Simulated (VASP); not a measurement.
A run of VASP 6.6.1 is set up as follows.

Contents of INCAR:

```
SYSTEM = GaAs
ALGO = Normal
EDIFF = 1E-6
ENCUT = 520
ISIF = 2
ISMEAR = 0
LASPH = .TRUE.
LCHARG = .FALSE.
LREAL = .FALSE.
LWAVE = .FALSE.
NBANDS = 16
NELM = 100
PREC = Accurate
SIGMA = 0.01
```

KPOINTS

```
k-points
0
G
  8 8 8
  0 0 0
```

The input POSCAR:

```
GaAs
1.0
    0.0000000000      2.7287894766      2.7287894766
    2.7287894766      0.0000000000      2.7287894766
    2.7287894766      2.7287894766      0.0000000000
Ga As
1 1
Direct
    0.0000000000      0.0000000000      0.0000000000
    0.7500000000      0.7500000000      0.7500000000
```

Potentials or basis: VASP PAW LDA potentials, release 64 (Ga_d, As).

Launch:

```console
$ cat potpaw_LDA.64/Ga_d/POTCAR potpaw_LDA.64/As/POTCAR > POTCAR
$ mpirun -np 1 vasp_std > vasp.out
```

Task: Estimate the pressure.

Result: 7.5 GPa.

Task: Predict the band gap on the k mesh.

Result: 1.13 eV, indirect (least direct gap 1.15 eV).

A k mesh can miss the band edges. A hybrid or GW would open this gap; LDA tends to underestimate it.
